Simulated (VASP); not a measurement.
Set up this calculation in VASP 6.6.1, as the native input.

* Task: relaxation of cell and atoms
* Functional: revPBE
* Dispersion: D4
* Potentials or basis: VASP PAW PBE potentials, release 64 (Si)
* Cutoff: 600 eV
* k mesh: 8 × 8 × 8
* Occupations: fermi-dirac, width 0.05 eV
* Spin: no spin polarisation
* Dipole correction: no
* Further INCAR settings: ALGO = Normal; EDIFF = 1e-07; IBRION = 2; EDIFFG = -0.005; NSW = 80; ISIF = 3

The structure of Si lies in POSCAR:

```
Si
1.0
    0.0000000000      2.7218511865      2.7218511865
    2.7218511865      0.0000000000      2.7218511865
    2.7218511865      2.7218511865      0.0000000000
Si
2
Direct
    0.5000000000      0.5000000000      0.5000000000
    0.7500000000      0.7500000000      0.7500000000
```

The input as run:

INCAR

```
SYSTEM = Si
  ALGO = Normal
  EDIFF = 1E-7
  EDIFFG = -0.005
  ENCUT = 600
  GGA = RE
  IBRION = 2
  ISIF = 3
  ISMEAR = -1
  IVDW = 13
  LASPH = .True.
  LCHARG = .False.
  LREAL = .False.
  LWAVE = .False.
  NELM = 60
  NSW = 80
  PREC = Accurate
  SIGMA = 0.05
```

KPOINTS

```
k-points
0
Gamma
  8 8 8
  0 0 0
```

Potentials or basis: VASP PAW PBE potentials, release 64 (Si).

Command:

```console
$ cat potpaw_PBE.64/Si/POTCAR > POTCAR
$ mpirun -np 1 vasp_std > vasp.out
```

It gave:

```
Relaxed volume                         : 19.58 Å³/atom
Relaxed cell                           : a = 3.812 Å, b = 3.812 Å, c = 3.812 Å, α = 60.00°, β = 60.00°, γ = 60.00°
Space group after relaxing (to 0.05 Å) : Fd-3m (No. 227)
Energy gained by relaxing              : 5.0 meV/atom
Ionic steps                            : 3
Pressure after relaxing                : 0.0 GPa
Band gap on the k mesh                 : 0.61 eV, indirect (least direct gap 2.58 eV)
Dispersion energy per atom             : -0.602 eV
```

Caveat: the PAW data sets were made with another functional, which shifts forces and pressure a little.

It took 28 s on 1 thread of AMD EPYC 9R45 (Zen 5), on a shared host, peak memory 0.14 GiB.
